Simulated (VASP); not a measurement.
# ZnO (P6_3mc) in VASP: further runs

Aim: see how the results for ZnO move with the level of theory and the settings. Levels: PBE, BLYP. Tasks: single point.

All numbers are computed with VASP 6.6.1; they aren't measurements. Logs are shortened: lines on timing, memory, paths and dates and some standing lists are left out, and cuts for length are marked.

### 1 The cell of the first run

It takes space group P6_3mc (No. 186, hexagonal). Conventional cell: a = 3.249 Å, b = 3.249 Å, c = 5.206 Å, α = 90.00°, β = 90.00°, γ = 120.00°. Zn (site symmetry 3m) has 4 O at 1.97 to 1.98 Å within 2.6 Å. O (site symmetry 3m) has 4 Zn at 1.97 to 1.98 Å within 2.6 Å.

### 2 Single point, PBE

Input file INCAR:

```
SYSTEM = ZnO
PREC     = Accurate       ! precision mode
ENCUT    = 1340           ! plane-wave cutoff, eV
EDIFF    = 1E-6           ! SCF threshold, eV
ISMEAR   = 0              ! smearing method
SIGMA    = 0.016          ! smearing width, eV
LREAL    = .False.        ! projectors in reciprocal space
LASPH    = .True.         ! aspherical terms in the spheres
NELM     = 120            ! most SCF steps
ALGO     = Normal         ! electronic algorithm
ISIF     = 2              ! what is computed and relaxed
LWAVE    = .False.        ! write WAVECAR
LCHARG   = .False.        ! write CHGCAR
GGA      = PE             ! functional
NBANDS   = 26             ! bands
GGA_COMPAT= .False.
```

Input file KPOINTS:

```
Automatic mesh
0
Gamma
  9 9 5
  0 0 0
```

Input file POSCAR:

```
ZnO
1.0
    3.2493080000      0.0000000000      0.0000000000
   -1.6246540000      2.8139832727      0.0000000000
    0.0000000000      0.0000000000      5.2057090000
Zn O
2 2
Direct
    0.6666666667      0.3333333333      0.0000000000
    0.3333333333      0.6666666667      0.5000000000
    0.3333333333      0.6666666667      0.8790100000
    0.6666666667      0.3333333333      0.3790100000
```

Potentials or basis: VASP PAW PBE potentials, release 64 (Zn, O_h).

Command:

```console
cat potpaw_PBE.64/Zn/POTCAR potpaw_PBE.64/O_h/POTCAR > POTCAR
mpirun -np 1 vasp_std > vasp.out
```

OUTCAR:

```text
SYSTEM = ZnO
   PREC = Accurate
   ENCUT = 1340
   EDIFF = 1E-6
   ISMEAR = 0
   LREAL = .False.
   LASPH = .True.
   NELM = 120
   ISIF = 2
   GGA = PE

 ion  position               nearest neighbor table
   1  0.667  0.333  0.000-   4 1.97   3 1.98   3 1.98   3 1.98
   2  0.333  0.667  0.500-   3 1.97   4 1.98   4 1.98   4 1.98
   3  0.333  0.667  0.879-   2 1.97   1 1.98   1 1.98   1 1.98
   4  0.667  0.333  0.379-   1 1.97   2 1.98   2 1.98   2 1.98

  LATTYP: Found a hexagonal cell.
 ALAT       =     3.2493080000
 C/A-ratio  =     1.6020977390

  Lattice vectors:

 A1 = (   3.2493080000,   0.0000000000,   0.0000000000)
 A2 = (  -1.6246540000,   2.8139832727,   0.0000000000)
 A3 = (   0.0000000000,   0.0000000000,   5.2057090000)

Analysis of symmetry for initial positions (statically):
=====================================================================
 Subroutine PRICEL returns:
 Original cell was already a primitive cell.

 Routine SETGRP: Setting up the symmetry group for a
 hexagonal supercell.

 Subroutine GETGRP returns: Found 12 space group operations
 (whereof  6 operations were pure point group operations)
 out of a pool of 24 trial point group operations.

The static configuration has the point symmetry C_3v.
 The point group associated with its full space group is C_6v.

Analysis of symmetry for dynamics (positions and initial velocities):
=====================================================================
 Subroutine PRICEL returns:
 Original cell was already a primitive cell.

 Routine SETGRP: Setting up the symmetry group for a
 hexagonal supercell.

 Subroutine GETGRP returns: Found 12 space group operations
 (whereof  6 operations were pure point group operations)
 out of a pool of 24 trial point group operations.

The dynamic configuration has the point symmetry C_3v.
 The point group associated with its full space group is C_6v.

 Subroutine INISYM returns: Found 12 space group operations
 (whereof  6 operations are pure point group operations),
 and found     1 'primitive' translations

----------------------------------------------------------------------------------------

                                     Primitive cell

  volume of cell :      47.5984

  direct lattice vectors                    reciprocal lattice vectors
     3.249308000  0.000000000  0.000000000     0.307757836  0.177684070  0.000000000
    -1.624654000  2.813983273  0.000000000     0.000000000  0.355368139  0.000000000
     0.000000000  0.000000000  5.205709000     0.000000000  0.000000000  0.192096792

  length of vectors
     3.249308000  3.249308000  5.205709000     0.355368139  0.355368139  0.192096792

  position of ions in fractional coordinates (direct lattice)
     0.666666667  0.333333333  0.000000000
     0.333333333  0.666666667  0.500000000
     0.333333333  0.666666667  0.879010000
     0.666666667  0.333333333  0.379010000

  ion indices of the primitive-cell ions
   primitive index   ion index
                 1           1
                 2           2
                 3           3
                 4           4

----------------------------------------------------------------------------------------

 KPOINTS: Automatic mesh

Automatic generation of k-mesh.
 Grid dimensions read from file:
 generate k-points for:    9    9    5

 Generating k-lattice:

  Cartesian coordinates                     Fractional coordinates (reciprocal lattice)
     0.034195315  0.019742674  0.000000000     0.111111111  0.000000000  0.000000000
     0.000000000  0.039485349  0.000000000     0.000000000  0.111111111  0.000000000
     0.000000000  0.000000000  0.038419358     0.000000000  0.000000000  0.200000000

  Length of vectors
     0.039485349  0.039485349  0.038419358

  Shift w.r.t. Gamma in fractional coordinates (k-lattice)
     0.000000000  0.000000000  0.000000000

 Subroutine IBZKPT returns following result:
 ===========================================

 Found     36 irreducible k-points:

 Following reciprocal coordinates:
            Coordinates               Weight
  0.000000  0.000000  0.000000      1.000000
  0.111111  0.000000  0.000000      6.000000
  0.222222  0.000000  0.000000      6.000000
  0.333333  0.000000  0.000000      6.000000
  0.444444  0.000000  0.000000      6.000000
  0.111111  0.111111  0.000000      6.000000
[... 16 lines left out ...]
  0.333333  0.222222  0.200000     24.000000
  0.333333  0.333333  0.200000      4.000000
 [... further k-points ...]
   k-points           NKPTS =     36   k-points in BZ     NKDIM =     36   number of bands    NBANDS=     26
   number of dos      NEDOS =    301   number of ions     NIONS =      4
   total plane-waves  NPLWV = 102400
   dimension x,y,z NGX =    40 NGY =   40 NGZ =   64
   dimension x,y,z NGXF=    80 NGYF=   80 NGZF=  128
   ions per type =               2   2
   NGX,Y,Z   is equivalent  to a cutoff of  20.47, 20.47, 20.44 a.u.
   NGXF,Y,Z  is equivalent  to a cutoff of  40.93, 40.93, 40.88 a.u.
 SYSTEM =  ZnO
   PREC   = accura    normal or accurate (medium, high low for compatibility)
   ISTART =      0    job   : 0-new  1-cont  2-samecut
   ICHARG =      2    charge: 1-file 2-atom 10-const
   ISPIN  =      1    spin polarized calculation?
   LNONCOLLINEAR =      F non collinear calculations
   LSORBIT =      F    spin-orbit coupling
   LASPH  =      T    aspherical Exc in radial PAW
   ENCUT  = 1340.0 eV  98.49 Ry    9.92 a.u.   9.70  9.70 15.54*2*pi/ulx,y,z
   NELM   =    120;   NELMIN=  2; NELMDL= -5     # of ELM steps
   EDIFF  = 0.1E-05   stopping-criterion for ELM
   LREAL  =      F    real-space projection
[... 7 lines left out ...]
   TEBEG  =    0.0;   TEEND  =   0.0 temperature during run
   PSTRESS=    0.0 pullay stress
   NELECT =      36.0000    total number of electrons
   NUPDOWN=      -1.0000    fix difference up-down
   EMIN   =  10.00;   EMAX   =-10.00  energy-range for DOS
   EFERMI =   0.00;   METHOD = LEGACY
   ISMEAR =     0;   SIGMA  =   0.02  broadening in eV -4-tet -1-fermi 0-gaus
   EFERMI_NEDOS =   21; number of points for ismear=-14 and -15
   IALGO  =     38    algorithm
   IMIX   =      4    mixing-type and parameters
     AMIX     =   0.40;   BMIX     =  1.00
     AMIX_MAG =   1.60;   BMIX_MAG =  1.00
  volume/ion in A,a.u.               =      11.90        80.30
  Fermi-wavevector in a.u.,A,eV,Ry     =   1.491574  2.818667 30.270160  2.224794
  Thomas-Fermi vector in A             =   2.604212
   LORBIT       =      0    0 simple, 1 ext, 2 COOP (PROOUT), +10 PAW based schemes
   GGA     = PE    functional components
   LHFCALC =     F    Hartree Fock is set to
   AEXX    =    0.0000 exact exchange contribution
   IVDW    =     0    specifies the selected vdW correction
   LEPSILON=     F    determine dielectric tensor
   LRPA    =     F    only Hartree local field effects (RPA)
 non-spin polarized calculation
 Gauss-broadening in eV      SIGMA  =   0.02
  energy-cutoff  :     1340.00
  volume of cell :       47.60
 maximum number of plane-waves:      5335
 NGX is ok and might be reduce to    40
   NGX = 19   NGY = 19   NGZ = 31

 number of electron      36.0000001 magnetization

 Free energy of the ion-electron system (eV)
  ---------------------------------------------------
  ext. energy  EPLUGINS =         0.00000000
  ---------------------------------------------------
  free energy    TOTEN  =       -17.83716429 eV

  energy without entropy =      -17.83716429  energy(sigma->0) =      -17.83716429

 E-fermi :   1.6163     XC(G=0): -10.9144

 val. band max:        1.5214896740   @ k =   0.0000   0.0000   0.0000
 cond. band min:       2.3138217275   @ k =   0.0000   0.0000   0.0000
 fundamental gap:      0.7923320535
 Fermi energy:         1.6162899047

 k-point     1 :       0.0000    0.0000    0.0000
  band No.  band energies     occupation
      1     -16.5644      2.00000
      2     -15.8333      2.00000
      3      -4.1652      2.00000
      4      -4.1652      2.00000
      5      -4.1257      2.00000
      6      -4.1041      2.00000
[... 18 lines left out ...]
     25      15.6521      0.00000
     26      15.6521      0.00000

 k-point     2 :       0.1111    0.0000    0.0000
  band No.  band energies     occupation
      1     -16.4973      2.00000
      2     -15.8043      2.00000
      3      -4.2435      2.00000
      4      -4.1268      2.00000
      5      -4.0846      2.00000
      6      -4.0223      2.00000
[... 18 lines left out ...]
     25      15.7946      0.00000
     26      15.7979      0.00000

 k-point     3 :       0.2222    0.0000    0.0000
  band No.  band energies     occupation
      1     -16.3183      2.00000
      2     -15.7352      2.00000
      3      -4.3920      2.00000
      4      -4.0690      2.00000
      5      -4.0371      2.00000
      6      -3.9357      2.00000
[... 18 lines left out ...]
     25      15.0446      0.00000
     26      15.7676      0.00000

 k-point     4 :       0.3333    0.0000    0.0000
  band No.  band energies     occupation
      1     -16.0907      2.00000
      2     -15.6716      2.00000
      3      -4.4731      2.00000
      4      -4.1165      2.00000
      5      -3.9560      2.00000
      6      -3.7646      2.00000
[... 18 lines left out ...]
     25      14.9163      0.00000
     26      15.5946      0.00000

 k-point     5 :       0.4444    0.0000    0.0000
  band No.  band energies     occupation
      1     -15.9115      2.00000
      2     -15.6553      2.00000
      3      -4.4235      2.00000
      4      -4.1795      2.00000
      5      -3.9184      2.00000
      6      -3.5852      2.00000
[... 18 lines left out ...]
     25      14.7429      0.00000
     26      15.7147      0.00000

 k-point     6 :       0.1111    0.1111    0.0000
  band No.  band energies     occupation
      1     -16.3742      2.00000
      2     -15.7552      2.00000
      3      -4.3213      2.00000
      4      -4.1296      2.00000
      5      -4.0260      2.00000
      6      -3.9800      2.00000
[... 427 lines left out ...]
 k-point    21 :       0.4444    0.1111    0.2000
  band No.  band energies     occupation
      1     -15.8351      2.00000
      2     -15.6743      2.00000
      3      -4.4062      2.00000
      4      -4.2376      2.00000
      5      -3.9093      2.00000
      6      -3.6286      2.00000
[... 18 lines left out ...]
     25      14.4895      0.00000
     26      15.4788      0.00000

 k-point    22 :       0.2222    0.2222    0.2000
  band No.  band energies     occupation
      1     -15.9469      2.00000
      2     -15.6824      2.00000
      3      -4.3291      2.00000
      4      -4.2456      2.00000
      5      -3.8750      2.00000
      6      -3.8439      2.00000
[... 18 lines left out ...]
     25      13.5859      0.00000
     26      16.8231      0.00000

 k-point    23 :       0.3333    0.2222    0.2000
  band No.  band energies     occupation
      1     -15.8042      2.00000
      2     -15.6739      2.00000
      3      -4.2606      2.00000
      4      -4.0885      2.00000
      5      -3.9172      2.00000
      6      -3.7077      2.00000
[... 18 lines left out ...]
     25      14.3908      0.00000
     26      15.8701      0.00000

 k-point    24 :       0.3333    0.3333    0.2000
  band No.  band energies     occupation
      1     -15.7133      2.00000
      2     -15.7133      2.00000
      3      -4.1723      2.00000
      4      -3.9649      2.00000
      5      -3.9649      2.00000
      6      -3.5992      2.00000
[... 18 lines left out ...]
     25      15.0749      0.00000
     26      16.1102      0.00000

 [... further k-points ...]

------------------------ aborting loop because EDIFF is reached ----------------------------------------

  FORCE on cell =-STRESS in cart. coord.  units (eV):
  Direction    XX          YY          ZZ          XY          YZ          ZX
  --------------------------------------------------------------------------------------
  -------------------------------------------------------------------------------------
  Total        1.5578210      1.5578210      2.0754914      0.0000000      0.0000000      0.0000000
  in kB       52.4367594     52.4367594     69.8617155      0.0000000      0.0000000      0.0000000
  external PRESSURE =      58.2450781 kB  Pullay stress =       0.0000000 kB

 VOLUME and BASIS-vectors are now :
 -----------------------------------------------------------------------------
  energy-cutoff  :     1340.00
  volume of cell :       47.60
      direct lattice vectors                 reciprocal lattice vectors
     3.249308000  0.000000000  0.000000000     0.307757836  0.177684070  0.000000000
    -1.624654000  2.813983273  0.000000000     0.000000000  0.355368139  0.000000000
     0.000000000  0.000000000  5.205709000     0.000000000  0.000000000  0.192096792

 POSITION                                       TOTAL-FORCE (eV/Angst)
 -----------------------------------------------------------------------------------
      1.62465      0.93799      0.00000        -0.000000      0.000000     -0.073507
     -0.00000      1.87599      2.60285        -0.000000      0.000000     -0.073507
     -0.00000      1.87599      4.57587         0.000000     -0.000000      0.073507
      1.62465      0.93799      1.97302        -0.000000      0.000000      0.073507
 -----------------------------------------------------------------------------------
    total drift:                                0.000000     -0.000000     -0.000049

  FREE ENERGIE OF THE ION-ELECTRON SYSTEM (eV)
  ---------------------------------------------------
  free  energy   TOTEN  =       -17.8371642909 eV

  energy  without entropy=      -17.8371642909  energy(sigma->0) =      -17.83716429
```

It took 71 s on 1 thread of Intel Xeon 6975P-C (Granite Rapids), shared host; peak memory 0.39 GiB.

What came out:

```yaml
Free_energy: -17.8372 eV
Pressure: 5.8 GPa
Largest_force: 0.074 eV/Å
Band_gap_on_the_k_mesh: 0.79 eV
```

Forces on the atoms (eV/Å):
```
Zn   0.000  0.000 -0.074
Zn   0.000  0.000 -0.074
O    0.000  0.000  0.074
O    0.000  0.000  0.074
```

Stress tensor (GPa, compression positive):
```
5.24 0.00 0.00
0.00 5.24 0.00
0.00 0.00 6.99
```

Levels at points of the mesh, in eV from the valence-band top:
```
           k point  band 15  band 16  band 17  band 18  band 19  band 20  band 21  band 22
(0.00, 0.00, 0.00)    -0.81    -0.07     0.00     0.00     0.79     5.21     8.26    12.85
```

Caveat: the cell stands under pressure; semilocal functionals underestimate gaps, and a narrow one can read as zero.

### 3 Single point, BLYP

Input file INCAR:

```
  AGGAC = 1.0
  AGGAX = 1.0
  ALDAC = 0.0
  ALDAX = 1.0
  ALGO = Normal
  EDIFF = 1E-6
  ENCUT = 1340
  GGA = B5
  GGA_COMPAT = False
  ISIF = 2
  ISMEAR = -1
  LASPH = True
  LCHARG = False
  LREAL = False
  LWAVE = False
  NBANDS = 26
  NELM = 120
  PREC = Accurate
  SIGMA = 0.05
```

Input file KPOINTS:

```
k-points
0
Gamma
  9 9 5
```

POSCAR is that of step 2.

Potentials or basis: VASP PAW PBE potentials, release 64 (Zn, O_h).

Command:

```console
cat potpaw_PBE.64/Zn/POTCAR potpaw_PBE.64/O_h/POTCAR > POTCAR
mpirun -np 1 vasp_std > vasp.out
```

Wall time 95 s (1 thread of Intel Xeon 6975P-C (Granite Rapids), shared host); peak memory 0.39 GiB.

Results (log left out):

| Item | Value |
| --- | --- |
| Free energy | -16.3909 eV |
| Pressure | 10.3 GPa |
| Largest force | 0.074 eV/Å |
| Band gap on the k mesh | 0.97 eV |

Forces in eV/Å, atoms in the order of the input:
```
Zn   0.000  0.000 -0.074
Zn   0.000  0.000 -0.074
O    0.000  0.000  0.074
O    0.000  0.000  0.074
```

Stress tensor (GPa, compression positive):
```
 9.61  0.00  0.00
 0.00  9.61  0.00
 0.00  0.00 11.63
```

Levels at points of the mesh, in eV from the valence-band top:
```
           k point  band 15  band 16  band 17  band 18  band 19  band 20  band 21  band 22
(0.00, 0.00, 0.00)    -0.81    -0.07     0.00     0.00     0.97     5.29     8.44    12.89
```

Caveat: the cell stands under pressure; the PAW data sets were made with another functional, which shifts forces and pressure a little. Expect the measured gap to be larger: semilocal functionals such as BLYP lack the derivative discontinuity.
